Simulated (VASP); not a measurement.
# C (P1) in VASP: single point with PBEsol

Aim: the single point of C with PBEsol.

Program: VASP 6.6.1. These are calculated values, not measurements. Logs are shortened: lines on timing, memory, paths and dates and some standing lists are left out, and cuts for length are marked.

## 1. The cell of the first run

The typed cell holds 16 atoms: a = 5.207 Å, b = 5.207 Å, c = 5.207 Å, α = 60.00°, β = 60.00°, γ = 60.00°.

## 2. Single point, PBEsol

Input file INCAR:

```
SYSTEM = C
PREC     = Accurate       ! precision mode
ENCUT    = 520            ! plane-wave cutoff, eV
EDIFF    = 1E-6           ! SCF threshold, eV
ISMEAR   = -1             ! smearing method
SIGMA    = 0.2241         ! smearing width, eV
LREAL    = Auto         
LASPH    = .True.         ! aspherical terms in the spheres
NELM     = 120            ! most SCF steps
ALGO     = Normal         ! electronic algorithm
ISIF     = 2              ! what is computed and relaxed
LWAVE    = .False.        ! write WAVECAR
LCHARG   = .False.        ! write CHGCAR
GGA      = PS             ! functional
NBANDS   = 46             ! bands
GGA_COMPAT= .False.      
ISYM     = -1
```

Input file KPOINTS:

```
explicit points
4
Reciprocal
  0.25000000   0.25000000   0.25000000 2
  0.25000000   0.25000000   0.75000000 2
  0.25000000   0.75000000   0.25000000 2
  0.25000000   0.75000000   0.75000000 2
```

Input file POSCAR:

```
C
1.0
    0.0000000000      3.6819367158     -3.6819367158
   -3.6819367158      0.0000000000     -3.6819367158
   -3.6819367158      3.6819367158      0.0000000000
C
16
Direct
    0.6889992131      0.6776339988      0.2224727265
    0.1388129508      0.6847150548      0.2586159333
    0.6600785640      0.2129788099      0.2213143687
    0.1557883919      0.1980134522      0.2574761798
    0.6596072088      0.6955146700      0.7638903700
    0.1740619270      0.7132512595      0.7506772151
    0.6552115602      0.1679525064      0.7445463384
    0.1629050270      0.1845789465      0.7500093601
    0.8049688870      0.3120983843      0.3640520203
    0.2953413065      0.3179565784      0.3625828207
    0.7957571588      0.8243755214      0.3398438367
    0.3157236503      0.7783274731      0.3940060930
    0.7714998163      0.3380556474      0.8921830421
    0.2792951317      0.3021347421      0.9107742090
    0.7846022957      0.8190442239      0.8750142245
    0.2697644139      0.8360739843      0.8713475401
```

Potentials or basis: VASP PAW PBE potentials, release 64 (C).

Run with:

```
> cat potpaw_PBE.64/C/POTCAR > POTCAR
> mpirun -np 1 vasp_std > vasp.out
```

OUTCAR:

```text
SYSTEM = C
   PREC = Accurate
   ENCUT = 520
   EDIFF = 1E-6
   ISMEAR = -1
   LREAL = Auto
   LASPH = .True.
   NELM = 120
   ISIF = 2
   GGA = PS
   ISYM = -1

 ion  position               nearest neighbor table
   1  0.689  0.678  0.222-  15 1.48   9 1.56  11 1.58  12 1.60
   2  0.139  0.685  0.259-  11 1.47  10 1.57  16 1.65  12 1.74
   3  0.660  0.213  0.221-  13 1.40  10 1.55   9 1.65  11 1.65
   4  0.156  0.198  0.257-  14 1.47   9 1.49  10 1.55  12 1.79
   5  0.660  0.696  0.764-  13 1.52  15 1.53  16 1.66  11 1.80
   6  0.174  0.713  0.751-  16 1.44  12 1.54  15 1.66  14 1.75
[... 8 lines left out ...]
  15  0.785  0.819  0.875-   1 1.48   7 1.49   5 1.53   6 1.66
  16  0.270  0.836  0.871-   6 1.44   8 1.48   2 1.65   5 1.66

IMPORTANT INFORMATION: All symmetrisations will be switched off!
NOSYMM: (Re-)initialisation of all symmetry stuff for point group C_1.

----------------------------------------------------------------------------------------

                                     Primitive cell

  volume of cell :      99.8295

  direct lattice vectors                    reciprocal lattice vectors
     0.000000000  3.681936716 -3.681936716     0.135798097  0.135798097 -0.135798097
    -3.681936716  0.000000000 -3.681936716    -0.135798097 -0.135798097 -0.135798097
    -3.681936716  3.681936716  0.000000000    -0.135798097  0.135798097  0.135798097

  length of vectors
     5.207044839  5.207044839  5.207044839     0.235209204  0.235209204  0.235209204

  position of ions in fractional coordinates (direct lattice)
     0.688999213  0.677633999  0.222472727
     0.138812951  0.684715055  0.258615933
     0.660078564  0.212978810  0.221314369
     0.155788392  0.198013452  0.257476180
     0.659607209  0.695514670  0.763890370
     0.174061927  0.713251259  0.750677215
[... 8 lines left out ...]
     0.784602296  0.819044224  0.875014224
     0.269764414  0.836073984  0.871347540

  ion indices of the primitive-cell ions
   primitive index   ion index
                 1           1
                 2           2
                 3           3
                 4           4
                 5           5
                 6           6
[... 8 lines left out ...]
                15          15
                16          16

----------------------------------------------------------------------------------------

 KPOINTS: explicit points

[... 29 lines left out ...]
   LREAL  =      T    real-space projection
   EDIFFG = 0.1E-04   stopping-criterion for IOM
   NSW    =      0    number of steps for IOM
   IBRION =     -1    ionic relax: 0-MD 1-quasi-New 2-CG
   NFREE  =      0    steps in history (QN), initial steepest desc. (CG)
   ISIF   =      2    stress and relaxation
   ISYM   =     -1    0-nonsym 1-usesym 2-fastsym
   POTIM  = 0.5000    time-step for ionic-motion
   TEBEG  =    0.0;   TEEND  =   0.0 temperature during run
   PSTRESS=    0.0 pullay stress
   NELECT =      64.0000    total number of electrons
   NUPDOWN=      -1.0000    fix difference up-down
   EMIN   =  10.00;   EMAX   =-10.00  energy-range for DOS
   EFERMI =   0.00;   METHOD = LEGACY
   ISMEAR =    -1;   SIGMA  =   0.22  broadening in eV -4-tet -1-fermi 0-gaus
   EFERMI_NEDOS =   21; number of points for ismear=-14 and -15
   IALGO  =     38    algorithm
   IMIX   =      4    mixing-type and parameters
     AMIX     =   0.40;   BMIX     =  1.00
     AMIX_MAG =   1.60;   BMIX_MAG =  1.00
  volume/ion in A,a.u.               =       6.24        42.11
  Fermi-wavevector in a.u.,A,eV,Ry     =   1.411611  2.667559 27.111607  1.992647
  Thomas-Fermi vector in A             =   2.533445
   LORBIT       =      0    0 simple, 1 ext, 2 COOP (PROOUT), +10 PAW based schemes
   GGA     = PS    functional components
   LHFCALC =     F    Hartree Fock is set to
   AEXX    =    0.0000 exact exchange contribution
   IVDW    =     0    specifies the selected vdW correction
   LEPSILON=     F    determine dielectric tensor
   LRPA    =     F    only Hartree local field effects (RPA)
 non-spin polarized calculation
  energy-cutoff  :      520.00
  volume of cell :       99.83
 maximum number of plane-waves:      2689
 NGX is ok and might be reduce to    40
   NGX = 19   NGY = 19   NGZ = 19

 number of electron      64.0000001 magnetization

 Free energy of the ion-electron system (eV)
  ---------------------------------------------------
  ext. energy  EPLUGINS =         0.00000000
  ---------------------------------------------------
  free energy    TOTEN  =      -148.60148326 eV

  energy without entropy =     -148.60053723  energy(sigma->0) =     -148.60101024

 E-fermi :  10.0001     XC(G=0): -12.9602

 val. band max:        8.1878368029   @ k =   0.2500   0.2500   0.2500
 cond. band min:      11.8404958911   @ k =   0.2500   0.2500   0.2500
 fundamental gap:      3.6526590882
 Fermi energy:        10.0000506180

 k-point     1 :       0.2500    0.2500    0.2500
  band No.  band energies     occupation
      1     -11.7241      2.00000
      2      -8.7476      2.00000
      3      -7.3079      2.00000
      4      -7.0253      2.00000
      5      -6.4761      2.00000
      6      -5.9155      2.00000
[... 177 lines left out ...]
     43      16.7067      0.00000
     44      17.0097      0.00000
 [bands above 44 left out]

------------------------ aborting loop because EDIFF is reached ----------------------------------------

  FORCE on cell =-STRESS in cart. coord.  units (eV):
  Direction    XX          YY          ZZ          XY          YZ          ZX
  --------------------------------------------------------------------------------------
  -------------------------------------------------------------------------------------
  Total      -17.1161696    -17.0599998    -16.7763658     -1.2153055      1.9090953      0.2013585
  in kB     -274.6997152   -273.7982387   -269.2461587    -19.5046022     30.6393274      3.2316302
  external PRESSURE =    -272.5813709 kB  Pullay stress =       0.0000000 kB

 VOLUME and BASIS-vectors are now :
 -----------------------------------------------------------------------------
  energy-cutoff  :      520.00
  volume of cell :       99.83
      direct lattice vectors                 reciprocal lattice vectors
     0.000000000  3.681936716 -3.681936716     0.135798097  0.135798097 -0.135798097
    -3.681936716  0.000000000 -3.681936716    -0.135798097 -0.135798097 -0.135798097
    -3.681936716  3.681936716  0.000000000    -0.135798097  0.135798097  0.135798097

 POSITION                                       TOTAL-FORCE (eV/Angst)
 -----------------------------------------------------------------------------------
     -3.31414      3.35598     -5.03186        -4.595852      1.180983      2.028358
     -3.47329      1.46331     -3.03218         0.786227      2.097131     -4.301838
     -1.59904      3.24523     -3.21454        -0.828363      4.089460      2.691178
     -1.67708      1.52161     -1.30268         2.862362      2.869991      0.689042
     -5.37344      5.24123     -4.98947         1.806978     -2.836184     -0.071490
     -5.39009      3.40483     -3.26703         3.858569     -0.743043      4.560756
[... 8 lines left out ...]
     -6.23742      6.11060     -5.90452         2.155509     -0.347713     -1.443252
     -6.28662      4.20150     -4.07163         0.090674      4.118987     -0.502419
 -----------------------------------------------------------------------------------
    total drift:                                0.026806      0.018855     -0.000208

  FREE ENERGIE OF THE ION-ELECTRON SYSTEM (eV)
  ---------------------------------------------------
  free  energy   TOTEN  =      -148.6014832572 eV

  energy  without entropy=     -148.6005372298  energy(sigma->0) =     -148.60101024
```

stdout:

```text
POSCAR found type information on POSCAR C
 POSCAR found :  1 types and      16 ions
 scaLAPACK will be used
 -----------------------------------------------------------------------------
|                                                                             |
|                                                                             |
|     You enforced a specific xc type in the INCAR file but a different       |
|     I HOPE YOU KNOW WHAT YOU ARE DOING!                                     |
|                                                                             |
 -----------------------------------------------------------------------------

 LDA part: xc-table for (Slater+PW92), standard interpolation
 POSCAR, INCAR and KPOINTS ok, starting setup
 FFT: planning ... GRIDC
 FFT: planning ... GRID_SOFT
 FFT: planning ... GRID
 WAVECAR not read
 entering main loop
```

Wall time 24 s (1 thread of Intel Xeon Platinum 8488C (Sapphire Rapids), shared host); peak memory 0.22 GiB.

What came out:

```
Free energy            : -148.6015 eV
Pressure               : -27.3 GPa
Largest force          : 6.608 eV/Å
Band gap on the k mesh : 3.65 eV
```

Forces in eV/Å, atoms in the order of the input:
```
C   -4.596  1.181  2.028
C    0.786  2.097 -4.302
C   -0.828  4.089  2.691
C    2.862  2.870  0.689
C    1.807 -2.836 -0.071
C    3.859 -0.743  4.561
C   -4.536  0.083 -2.735
C   -3.643 -0.968 -1.510
C   -0.952 -0.836  2.491
C   -2.137 -0.265  1.788
C   -2.956  1.466  2.060
C   -1.347 -4.564 -0.963
C    5.928 -2.272 -1.835
C    3.506 -3.074 -2.946
C    2.156 -0.348 -1.443
C    0.091  4.119 -0.502
```

Stress tensor (GPa, compression positive):
```
-27.47  -1.95   0.32
 -1.95 -27.38   3.06
  0.32   3.06 -26.92
```

Levels at points of the mesh, in eV from the valence-band top:
```csv
k point,band 28,band 29,band 30,band 31,band 32,band 33,band 34,band 35,band 36,band 37
"(0.25, 0.25, 0.25)",-2.17,-1.95,-1.29,-0.26,0.00,3.65,3.89,4.41,4.98,5.30
```

Caveat: the cell stands under tension; the atoms stand as in a frame of molecular dynamics; the PAW data sets were made with another functional, which shifts forces and pressure a little; a shifted mesh leaves out Γ, where band edges can lie. A k mesh can miss the band edges.
